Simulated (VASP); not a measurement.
# GaSb (F-43m) in VASP: further runs, part 2 of 2

VASP 6.6.1.

## 5. Single point, LDA

This run uses another cell than the first one, of 26.01 Å³/atom, 1.122 times its volume.

INCAR

```
  PREC = Accurate
  ENCUT = 520
  EDIFF = 1E-6
  ISMEAR = -1
  SIGMA = 0.1
  LREAL = F
  LASPH = T
  NELM = 100
  ALGO = Normal
  ISIF = 2
  LWAVE = F
  LCHARG = T
  GGA = CA
  LELF = T
  LVHAR = T
  NBANDS = 16
```

KPOINTS

```
Automatic mesh
0
Gamma
  14 14 14
```

POSCAR

```
GaSb
1.0
    0.0000000000      2.9627213372      2.9627213372
    2.9627213372      0.0000000000      2.9627213372
    2.9627213372      2.9627213372      0.0000000000
Ga Sb
1 1
Direct
    0.0000000000      0.0000000000      0.0000000000
    0.7500000000      0.7500000000      0.7500000000
```

Potentials or basis: VASP PAW LDA potentials, release 64 (Ga_d, Sb).

Command:

```sh
cat potpaw_LDA.64/Ga_d/POTCAR potpaw_LDA.64/Sb/POTCAR > POTCAR
mpirun -np 1 vasp_std > vasp.out
```

OUTCAR:

```text
PREC = Accurate
   ENCUT = 520
   EDIFF = 1E-6
   ISMEAR = -1
   LREAL = F
   LASPH = T
   NELM = 100
   ISIF = 2
   GGA = CA

 ion  position               nearest neighbor table
   1  0.000  0.000  0.000-   2 2.57   2 2.57   2 2.57   2 2.57
   2  0.750  0.750  0.750-   1 2.57   1 2.57   1 2.57   1 2.57

  LATTYP: Found a face centered cubic cell.
 ALAT       =     5.9254426744

  Lattice vectors:

[... 188 lines left out ...]
      3      -9.6406      2.00000
      4      -9.5747      2.00000
      5      -9.5747      2.00000
      6      -6.5025      2.00000
[... 433 lines left out ...]
      3      -9.6275      2.00000
      4      -9.5796      2.00000
      5      -9.5733      2.00000
      6      -5.6665      2.00000
[... 8 lines left out ...]
     15      14.1446      0.00000
     16      14.6064      0.00000

 [... further k-points ...]
[... 5 lines left out ...]
  --------------------------------------------------------------------------------------
  -------------------------------------------------------------------------------------
  Total        1.3848701      1.3848701      1.3848701      0.0000000      0.0000000      0.0000000
  in kB       42.6596423     42.6596423     42.6596423      0.0000000      0.0000000      0.0000000
  external PRESSURE =      42.6596423 kB  Pullay stress =       0.0000000 kB

 VOLUME and BASIS-vectors are now :
 -----------------------------------------------------------------------------
  energy-cutoff  :      520.00
  volume of cell :       52.01
      direct lattice vectors                 reciprocal lattice vectors
     0.000000000  2.962721337  2.962721337    -0.168763762  0.168763762  0.168763762
     2.962721337  0.000000000  2.962721337     0.168763762 -0.168763762  0.168763762
     2.962721337  2.962721337  0.000000000     0.168763762  0.168763762 -0.168763762

 POSITION                                       TOTAL-FORCE (eV/Angst)
 -----------------------------------------------------------------------------------
      0.00000      0.00000      0.00000         0.000000      0.000000      0.000000
      4.44408      4.44408      4.44408        -0.000000     -0.000000     -0.000000
 -----------------------------------------------------------------------------------
    total drift:                               -0.000001     -0.000001     -0.000000

  FREE ENERGIE OF THE ION-ELECTRON SYSTEM (eV)
  ---------------------------------------------------
  free  energy   TOTEN  =        -8.6304194386 eV

  energy  without entropy=       -8.6295361742  energy(sigma->0) =       -8.62997781
```

OSZICAR:

```text
N       E                     dE             d eps       ncg     rms          rms(c)
DAV:   1     0.839602361776E+02    0.83960E+02   -0.86167E+03  3360   0.143E+03
DAV:   2    -0.214797028435E+01   -0.86108E+02   -0.82695E+02  3976   0.301E+02
DAV:   3    -0.865669951161E+01   -0.65087E+01   -0.64936E+01  4008   0.658E+01
DAV:   4    -0.877454618365E+01   -0.11785E+00   -0.11783E+00  4248   0.995E+00
DAV:   5    -0.877721256816E+01   -0.26664E-02   -0.26663E-02  4232   0.133E+00    0.372E+00
DAV:   6    -0.867285676136E+01    0.10436E+00   -0.76390E-02  4992   0.443E+00    0.218E+00
DAV:   7    -0.863047195804E+01    0.42385E-01   -0.61051E-02  3960   0.191E+00    0.305E-01
DAV:   8    -0.863036291443E+01    0.10904E-03   -0.52058E-03  3912   0.844E-01    0.126E-01
DAV:   9    -0.863042752533E+01   -0.64611E-04   -0.36380E-04  4184   0.158E-01    0.466E-02
DAV:  10    -0.863041762151E+01    0.99038E-05   -0.20120E-05  4272   0.374E-02    0.145E-02
DAV:  11    -0.863041948542E+01   -0.18639E-05   -0.44099E-06  4048   0.185E-02    0.617E-03
DAV:  12    -0.863041943864E+01    0.46781E-07   -0.21027E-07  2456   0.335E-03
   1 F= -.86304194E+01 E0= -.86299778E+01  d E =-.883264E-03
```

It took 46 s on 1 thread of Intel Xeon 6975P-C, shared host; peak memory 0.22 GiB.

Results:

```
Free energy            : -8.6304 eV
Pressure               : 4.3 GPa
Band gap on the k mesh : 0.51 eV, indirect (least direct gap 0.58 eV)
```

Caveat: spin-orbit coupling is left out, which moves the levels of the heavy elements.

## 6. Single point, LDA

This run uses another cell than the first one, of 26.76 Å³/atom, 1.155 times its volume.

INCAR

```
  PREC = Accurate
  ENCUT = 520
  EDIFF = 1E-7
  ISMEAR = -1
  SIGMA = 0.1
  LREAL = False
  LASPH = True
  NELM = 60
  ALGO = Normal
  ISIF = 2
  LWAVE = False
  LCHARG = True
  GGA = CA
  LELF = True
  LVHAR = True
  NBANDS = 16
```

KPOINTS

```
regular mesh
0
Gamma
  14 14 14
```

POSCAR

```
GaSb
1.0
    0.0000000000      2.9912495648      2.9912495648
    2.9912495648      0.0000000000      2.9912495648
    2.9912495648      2.9912495648      0.0000000000
Ga Sb
1 1
Direct
    0.0000000000      0.0000000000      0.0000000000
    0.7500000000      0.7500000000      0.7500000000
```

Potentials or basis: VASP PAW LDA potentials, release 64 (Ga_d, Sb).

Command:

```sh
cat potpaw_LDA.64/Ga_d/POTCAR potpaw_LDA.64/Sb/POTCAR > POTCAR
mpirun -np 1 vasp_std > vasp.out
```

Run time: 52 s. Hardware: 1 thread of Intel Xeon 6975P-C, shared host; peak memory 0.22 GiB.

Results (log left out):

```yaml
Free_energy: -8.6611 eV
Pressure: 2.2 GPa
Band_gap_on_the_k_mesh: 0.37 eV, direct
```

Levels at points of the mesh, in eV from the valence-band top:
```
           k point  band 6  band 7  band 8  band 9  band 10  band 11  band 12  band 13
(0.00, 0.00, 0.00)  -12.00    0.00    0.00    0.00     0.37     2.73     2.73     2.73
(0.50, 0.00, 0.00)  -10.20   -6.75   -1.27   -1.27     0.44     3.71     3.71     6.27
(0.50, 0.50, 0.00)   -9.28   -7.17   -2.82   -2.82     0.75     1.04     9.02     9.02
```

Caveat: spin-orbit coupling is left out, which moves the levels of the heavy elements. A k mesh can miss the band edges.

## 7. Summary

```tsv
cell	gap on the mesh (eV)	pressure (GPa)
a = 4.032 Å, angles 60.0°, 2 atoms	0.43	15.4
a = 4.094 Å, angles 60.0°, 2 atoms	0.53	10.4
a = 4.138 Å, angles 60.0°, 2 atoms	0.59	7.3
a = 4.190 Å, angles 60.0°, 2 atoms	0.51	4.3
a = 4.230 Å, angles 60.0°, 2 atoms	0.37	2.2
```

Alike in all rows: task single point; level LDA; potentials or basis VASP PAW LDA potentials, release 64 (Ga_d, Sb); no spin polarisation; k mesh 14 × 14 × 14; cutoff (eV) 520; smearing fermi-dirac 0.1 eV.

Caveats: spin-orbit coupling is left out, which moves the levels of the heavy elements.

Absolute energies hang on the potentials; compare differences alone.
